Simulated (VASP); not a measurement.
ZnAu, 2 atoms in the cell. The structure is cubic, space group Pm-3m (No. 221). Conventional cell: a = 3.168 Å, b = 3.168 Å, c = 3.168 Å, α = 90.00°, β = 90.00°, γ = 90.00°. Within 3.6 Å of Zn (site symmetry m-3m) lie 8 Au at 2.74 Å and 6 Zn at 3.17 Å. Au (site symmetry m-3m) has 8 Zn at 2.74 Å and 6 Au at 3.17 Å within 3.6 Å. 

```yaml
Program: VASP 6.6.1
Task: electric field gradients
Functional: PBEsol
Potentials_or_basis: VASP PAW PBE potentials, release 64 (Zn, Au)
Cutoff: 520 eV
k_mesh: 13 × 13 × 13
Occupations: fermi-dirac, width 0.05 eV
Spin: no spin polarisation
Dipole_correction: no
Further_INCAR_settings: ALGO = Normal; EDIFF = 1e-08; NBANDS = 18
```

Potentials or basis: VASP PAW PBE potentials, release 64 (Zn, Au).

The run is started by

```console
$ cat potpaw_PBE.64/Zn/POTCAR potpaw_PBE.64/Au/POTCAR > POTCAR
$ mpirun -np 1 vasp_std > vasp.out
```

Hardware: 1 thread of Intel(R) Xeon(R) Platinum 8259CL CPU @ 2.50GHz (Skylake/Cascade Lake), with other jobs on the host.

Task: How long does it take, and how much memory?

Result: Run time: 20 s on 1 thread of Intel(R) Xeon(R) Platinum 8259CL CPU @ 2.50GHz (Skylake/Cascade Lake), with other jobs on the host, peak memory 0.17 GiB. Counts: scf iterations 14, k points 84.
